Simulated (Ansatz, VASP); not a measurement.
# MoS2: VASP beside Ansatz

```xyz
3
Lattice="3.1838 0.0000 0.0000 -1.5919 2.7573 0.0000 0.0000 0.0000 6.2272" Properties=species:S:1:pos:R:3 pbc="T T T"
Mo    0.0000    0.0000    3.1136
S     1.5919    0.9191    4.6372
S     0.0000    1.8382    1.5899
```

Alike in both runs: task single point; functional BLYP; dispersion D4; k mesh 9 × 9 × 4; occupations fermi-dirac, width 0.05 eV; no spin polarisation.

|  | VASP | Ansatz |
| --- | --- | --- |
| version | VASP 6.6.1 | Ansatz 0.2.0 |
| potentials or method | VASP PAW PBE potentials, release 64 (Mo_sv, S) | Ansatz PAW |
| plane-wave cutoff (eV) | 520 | 420 |
| valence electrons in the cell | 26 | 26 |

VASP gave:

| Item | Value |
| --- | --- |
| gap on the k mesh at the Fermi level (eV) | none |
| pressure (GPa) | 7.4 |
| traceless stress, the component that is largest in VASP (GPa) | 0.09 |
| rms of the force components (eV/Å) | 0.627 |

Problem. Which values does Ansatz return?

Solution. gap on the k mesh at the Fermi level (eV): none; pressure (GPa): 7.3; traceless stress, the component that is largest in VASP (GPa): 0.09; rms of the force components (eV/Å): 0.622.

VASP's potentials were made for PBE, not for BLYP. Atom by atom the forces differ by 0.005 eV/Å (rms over components). A gap of «none» marks a metal or a gap that the smearing closes.
